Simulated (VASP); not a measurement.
# Cu2O in VASP: notebook

Runs on Cu2O. Level: PBEsol. Tasks: single point.

All numbers are computed with VASP 6.6.1; they aren't measurements. Logs are shortened: lines on timing, memory, paths and dates and some standing lists are left out, and cuts for length are marked.

**1. The cell of the first run**

The structure is cubic, space group Pn-3m (No. 224). The conventional cell has a = 4.223 Å, b = 4.223 Å, c = 4.223 Å, α = 90.00°, β = 90.00°, γ = 90.00°. Cu (site symmetry -3m) has 2 O at 1.83 Å within 2.4 Å. O (site symmetry -43m) has 4 Cu at 1.83 Å within 2.4 Å.

**2. Single point, PBEsol**

INCAR

```
SYSTEM = Cu2O
PREC     = Accurate       ! precision mode
ENCUT    = 600            ! plane-wave cutoff, eV
EDIFF    = 1E-6           ! SCF threshold, eV
ISMEAR   = -1             ! smearing method
SIGMA    = 0.03           ! smearing width, eV
LREAL    = .False.        ! projectors in reciprocal space
LASPH    = .True.         ! aspherical terms in the spheres
NELM     = 120            ! most SCF steps
ALGO     = Normal         ! electronic algorithm
ISIF     = 2              ! what is computed and relaxed
LWAVE    = .False.        ! write WAVECAR
LCHARG   = .False.        ! write CHGCAR
GGA      = PS             ! functional
NBANDS   = 37             ! bands
GGA_COMPAT= .False.
```

KPOINTS

```
Automatic mesh
0
Gamma
  6 6 6
  0 0 0
```

POSCAR

```
Cu2O
1.0
    4.2228967997      0.0000000000      0.0000000000
    0.0000000000      4.2228967997      0.0000000000
    0.0000000000      0.0000000000      4.2228967997
Cu O
4 2
Direct
    0.2500000000      0.2500000000      0.7500000000
    0.7500000000      0.2500000000      0.2500000000
    0.2500000000      0.7500000000      0.2500000000
    0.7500000000      0.7500000000      0.7500000000
    0.5000000000      0.5000000000      0.5000000000
    0.0000000000      0.0000000000      0.0000000000
```

Potentials or basis: VASP PAW PBE potentials, release 64 (Cu, O).

Run with:

```sh
$ cat potpaw_PBE.64/Cu/POTCAR potpaw_PBE.64/O/POTCAR > POTCAR
$ mpirun -np 1 vasp_std > vasp.out
```

OUTCAR:

```text
SYSTEM = Cu2O
   PREC = Accurate
   ENCUT = 600
   EDIFF = 1E-6
   ISMEAR = -1
   LREAL = .False.
   LASPH = .True.
   NELM = 120
   ISIF = 2
   GGA = PS

 ion  position               nearest neighbor table
   1  0.250  0.250  0.750-   5 1.83   6 1.83
   2  0.750  0.250  0.250-   5 1.83   6 1.83
   3  0.250  0.750  0.250-   5 1.83   6 1.83
   4  0.750  0.750  0.750-   5 1.83   6 1.83
   5  0.500  0.500  0.500-   1 1.83   2 1.83   3 1.83   4 1.83
   6  0.000  0.000  0.000-   1 1.83   2 1.83   3 1.83   4 1.83

  LATTYP: Found a simple cubic cell.
 ALAT       =     4.2228967997

  Lattice vectors:

 A1 = (   4.2228967997,   0.0000000000,   0.0000000000)
 A2 = (   0.0000000000,   4.2228967997,   0.0000000000)
 A3 = (   0.0000000000,   0.0000000000,   4.2228967997)

Analysis of symmetry for initial positions (statically):
=====================================================================
 Subroutine PRICEL returns:
 Original cell was already a primitive cell.

 Routine SETGRP: Setting up the symmetry group for a
 simple cubic supercell.

 Subroutine GETGRP returns: Found 48 space group operations
 (whereof 24 operations were pure point group operations)
 out of a pool of 48 trial point group operations.

The static configuration has the point symmetry T_d .
 The point group associated with its full space group is O_h .

Analysis of symmetry for dynamics (positions and initial velocities):
=====================================================================
 Subroutine PRICEL returns:
 Original cell was already a primitive cell.

 Routine SETGRP: Setting up the symmetry group for a
 simple cubic supercell.

 Subroutine GETGRP returns: Found 48 space group operations
 (whereof 24 operations were pure point group operations)
 out of a pool of 48 trial point group operations.

The dynamic configuration has the point symmetry T_d .
 The point group associated with its full space group is O_h .

 Subroutine INISYM returns: Found 48 space group operations
 (whereof 24 operations are pure point group operations),
 and found     1 'primitive' translations

----------------------------------------------------------------------------------------

                                     Primitive cell

  volume of cell :      75.3063

  direct lattice vectors                    reciprocal lattice vectors
     4.222896800  0.000000000  0.000000000     0.236804271  0.000000000  0.000000000
     0.000000000  4.222896800  0.000000000     0.000000000  0.236804271  0.000000000
     0.000000000  0.000000000  4.222896800     0.000000000  0.000000000  0.236804271

  length of vectors
     4.222896800  4.222896800  4.222896800     0.236804271  0.236804271  0.236804271

  position of ions in fractional coordinates (direct lattice)
     0.250000000  0.250000000  0.750000000
     0.750000000  0.250000000  0.250000000
     0.250000000  0.750000000  0.250000000
     0.750000000  0.750000000  0.750000000
     0.500000000  0.500000000  0.500000000
     0.000000000  0.000000000  0.000000000

  ion indices of the primitive-cell ions
   primitive index   ion index
                 1           1
                 2           2
                 3           3
                 4           4
                 5           5
                 6           6

----------------------------------------------------------------------------------------

 KPOINTS: Automatic mesh

Automatic generation of k-mesh.
 Grid dimensions read from file:
 generate k-points for:    6    6    6

 Generating k-lattice:

  Cartesian coordinates                     Fractional coordinates (reciprocal lattice)
     0.039467379  0.000000000  0.000000000     0.166666667  0.000000000  0.000000000
     0.000000000  0.039467379  0.000000000     0.000000000  0.166666667  0.000000000
     0.000000000  0.000000000  0.039467379     0.000000000  0.000000000  0.166666667

  Length of vectors
     0.039467379  0.039467379  0.039467379

  Shift w.r.t. Gamma in fractional coordinates (k-lattice)
     0.000000000  0.000000000  0.000000000

 Subroutine IBZKPT returns following result:
 ===========================================

 Found     20 irreducible k-points:

 Following reciprocal coordinates:
            Coordinates               Weight
  0.000000  0.000000  0.000000      1.000000
  0.166667  0.000000  0.000000      6.000000
  0.333333  0.000000  0.000000      6.000000
  0.500000  0.000000  0.000000      3.000000
  0.166667  0.166667  0.000000     12.000000
  0.333333  0.166667  0.000000     24.000000
[... 12 lines left out ...]
  0.500000  0.500000  0.333333      6.000000
  0.500000  0.500000  0.500000      1.000000
   k-points           NKPTS =     20   k-points in BZ     NKDIM =     20   number of bands    NBANDS=     37
   number of dos      NEDOS =    301   number of ions     NIONS =      6
   total plane-waves  NPLWV =  46656
   dimension x,y,z NGX =    36 NGY =   36 NGZ =   36
   dimension x,y,z NGXF=    72 NGYF=   72 NGZF=   72
   ions per type =               4   2
   NGX,Y,Z   is equivalent  to a cutoff of  14.17, 14.17, 14.17 a.u.
   NGXF,Y,Z  is equivalent  to a cutoff of  28.34, 28.34, 28.34 a.u.
 SYSTEM =  Cu2O
   PREC   = accura    normal or accurate (medium, high low for compatibility)
   ISTART =      0    job   : 0-new  1-cont  2-samecut
   ICHARG =      2    charge: 1-file 2-atom 10-const
   ISPIN  =      1    spin polarized calculation?
   LNONCOLLINEAR =      F non collinear calculations
   LSORBIT =      F    spin-orbit coupling
   LASPH  =      T    aspherical Exc in radial PAW
   ENCUT  =  600.0 eV  44.10 Ry    6.64 a.u.   8.43  8.43  8.43*2*pi/ulx,y,z
   NELM   =    120;   NELMIN=  2; NELMDL= -5     # of ELM steps
   EDIFF  = 0.1E-05   stopping-criterion for ELM
   LREAL  =      F    real-space projection
   EDIFFG = 0.1E-04   stopping-criterion for IOM
   NSW    =      0    number of steps for IOM
   IBRION =     -1    ionic relax: 0-MD 1-quasi-New 2-CG
   NFREE  =      0    steps in history (QN), initial steepest desc. (CG)
   ISIF   =      2    stress and relaxation
   ISYM   =      2    0-nonsym 1-usesym 2-fastsym
   POTIM  = 0.5000    time-step for ionic-motion
   TEBEG  =    0.0;   TEEND  =   0.0 temperature during run
   PSTRESS=    0.0 pullay stress
   NELECT =      56.0000    total number of electrons
   NUPDOWN=      -1.0000    fix difference up-down
   EMIN   =  10.00;   EMAX   =-10.00  energy-range for DOS
   EFERMI =   0.00;   METHOD = LEGACY
   ISMEAR =    -1;   SIGMA  =   0.03  broadening in eV -4-tet -1-fermi 0-gaus
   EFERMI_NEDOS =   21; number of points for ismear=-14 and -15
   IALGO  =     38    algorithm
   IMIX   =      4    mixing-type and parameters
     AMIX     =   0.40;   BMIX     =  1.00
     AMIX_MAG =   1.60;   BMIX_MAG =  1.00
  volume/ion in A,a.u.               =      12.55        84.70
  Fermi-wavevector in a.u.,A,eV,Ry     =   1.483179  2.802803 29.930386  2.199821
  Thomas-Fermi vector in A             =   2.596873
   LORBIT       =      0    0 simple, 1 ext, 2 COOP (PROOUT), +10 PAW based schemes
   GGA     = PS    functional components
   LHFCALC =     F    Hartree Fock is set to
   AEXX    =    0.0000 exact exchange contribution
   IVDW    =     0    specifies the selected vdW correction
   LEPSILON=     F    determine dielectric tensor
   LRPA    =     F    only Hartree local field effects (RPA)
 non-spin polarized calculation
  energy-cutoff  :      600.00
  volume of cell :       75.31
 maximum number of plane-waves:      2528
 NGX is ok and might be reduce to    36
   NGX = 17   NGY = 17   NGZ = 17

 number of electron      56.0000025 magnetization

 Free energy of the ion-electron system (eV)
  ---------------------------------------------------
  ext. energy  EPLUGINS =         0.00000000
  ---------------------------------------------------
  free energy    TOTEN  =       -29.96857802 eV

  energy without entropy =      -29.96857703  energy(sigma->0) =      -29.96857753

 E-fermi :   5.2102     XC(G=0): -11.4226

 val. band max:        4.9057115215   @ k =   0.0000   0.0000   0.0000
 cond. band min:       5.4714749749   @ k =   0.0000   0.0000   0.0000
 fundamental gap:      0.5657634534
 Fermi energy:         5.2101729168

 k-point     1 :       0.0000    0.0000    0.0000
  band No.  band energies     occupation
      1     -15.4149      2.00000
      2     -14.6052      2.00000
      3      -2.6293      2.00000
      4      -2.6293      2.00000
      5      -2.6293      2.00000
      6      -0.1682      2.00000
[... 29 lines left out ...]
     36      14.2595      0.00000
     37      14.2595      0.00000

 k-point     2 :       0.1667    0.0000    0.0000
  band No.  band energies     occupation
      1     -15.3603      2.00000
      2     -14.6586      2.00000
      3      -2.5554      2.00000
      4      -2.5227      2.00000
      5      -2.5227      2.00000
      6      -0.7095      2.00000
[... 29 lines left out ...]
     36      13.6515      0.00000
     37      13.6515      0.00000

 k-point     3 :       0.3333    0.0000    0.0000
  band No.  band energies     occupation
      1     -15.2112      2.00000
      2     -14.8055      2.00000
      3      -2.3252      2.00000
      4      -2.2356      2.00000
      5      -2.2356      2.00000
      6      -1.3610      2.00000
[... 29 lines left out ...]
     36      12.8565      0.00000
     37      12.8565      0.00000

 k-point     4 :       0.5000    0.0000    0.0000
  band No.  band energies     occupation
      1     -15.0078      2.00000
      2     -15.0078      2.00000
      3      -1.9881      2.00000
      4      -1.9881      2.00000
      5      -1.9240      2.00000
      6      -1.9240      2.00000
[... 29 lines left out ...]
     36      12.5460      0.00000
     37      14.2605      0.00000
[... 523 lines left out ...]
      1     -15.1647      2.00000
      2     -14.7724      2.00000
      3      -2.6083      2.00000
      4      -2.4558      2.00000
      5      -2.3923      2.00000
      6      -1.0868      2.00000
[... 29 lines left out ...]
     36      14.1561      0.00000
     37      16.9593      0.00000

 k-point    19 :       0.5000    0.5000    0.3333
  band No.  band energies     occupation
      1     -15.1887      2.00000
      2     -14.7346      2.00000
      3      -2.5826      2.00000
      4      -2.5826      2.00000
      5      -2.3631      2.00000
      6      -1.0730      2.00000
[... 29 lines left out ...]
     36      13.5417      0.00000
     37      18.1263      0.00000

 k-point    20 :       0.5000    0.5000    0.5000
  band No.  band energies     occupation
      1     -15.2173      2.00000
      2     -14.6917      2.00000
      3      -2.5209      2.00000
      4      -2.5209      2.00000
      5      -2.5209      2.00000
      6      -1.0217      2.00000
[... 29 lines left out ...]
     36      12.8655      0.00000
     37      18.9020      0.00000

------------------------ aborting loop because EDIFF is reached ----------------------------------------

  FORCE on cell =-STRESS in cart. coord.  units (eV):
  Direction    XX          YY          ZZ          XY          YZ          ZX
  --------------------------------------------------------------------------------------
  -------------------------------------------------------------------------------------
  Total        0.3579221      0.3579221      0.3579221     -0.0000000     -0.0000000      0.0000000
  in kB        7.6149603      7.6149603      7.6149603     -0.0000000     -0.0000000      0.0000000
  external PRESSURE =       7.6149603 kB  Pullay stress =       0.0000000 kB

 VOLUME and BASIS-vectors are now :
 -----------------------------------------------------------------------------
  energy-cutoff  :      600.00
  volume of cell :       75.31
      direct lattice vectors                 reciprocal lattice vectors
     4.222896800  0.000000000  0.000000000     0.236804271  0.000000000  0.000000000
     0.000000000  4.222896800  0.000000000     0.000000000  0.236804271  0.000000000
     0.000000000  0.000000000  4.222896800     0.000000000  0.000000000  0.236804271

 POSITION                                       TOTAL-FORCE (eV/Angst)
 -----------------------------------------------------------------------------------
      1.05572      1.05572      3.16717        -0.000000     -0.000000      0.000000
      3.16717      1.05572      1.05572         0.000000      0.000000     -0.000000
      1.05572      3.16717      1.05572         0.000000     -0.000000      0.000000
      3.16717      3.16717      3.16717        -0.000000      0.000000      0.000000
      2.11145      2.11145      2.11145        -0.000000     -0.000000      0.000000
      0.00000      0.00000      0.00000        -0.000000     -0.000000      0.000000
 -----------------------------------------------------------------------------------
    total drift:                                0.000000     -0.000000      0.000000

  FREE ENERGIE OF THE ION-ELECTRON SYSTEM (eV)
  ---------------------------------------------------
  free  energy   TOTEN  =       -29.9685780222 eV

  energy  without entropy=      -29.9685770295  energy(sigma->0) =      -29.96857753
```

It took 29 s on 1 thread of Intel Xeon 6975P-C (Granite Rapids), shared host; peak memory 0.22 GiB.

What came out:

```
Free energy            : -29.9686 eV
Pressure               : 0.8 GPa
Band gap on the k mesh : 0.57 eV, direct
```

Levels at points of the mesh, in eV from the valence-band top:
| k point | band 24 | band 25 | band 26 | band 27 | band 28 | band 29 | band 30 | band 31 | band 32 | band 33 |
| --- | --- | --- | --- | --- | --- | --- | --- | --- | --- | --- |
| (0.00, 0.00, 0.00) | -1.63 | -1.63 | 0.00 | 0.00 | 0.00 | 0.57 | 1.09 | 1.09 | 8.06 | 8.06 |
| (0.50, 0.00, 0.00) | -1.75 | -1.24 | -1.24 | -0.42 | -0.42 | 2.30 | 2.30 | 4.17 | 4.17 | 7.53 |
| (0.50, 0.50, 0.00) | -1.54 | -1.25 | -1.25 | -0.69 | -0.69 | 1.88 | 1.88 | 3.88 | 3.88 | 6.83 |
| (0.50, 0.50, 0.50) | -1.69 | -1.04 | -0.59 | -0.59 | -0.59 | 2.36 | 2.36 | 2.36 | 4.95 | 4.95 |

Caveat: the PAW data sets were made with another functional, which shifts forces and pressure a little.

(Continued in part 2 of 2.)
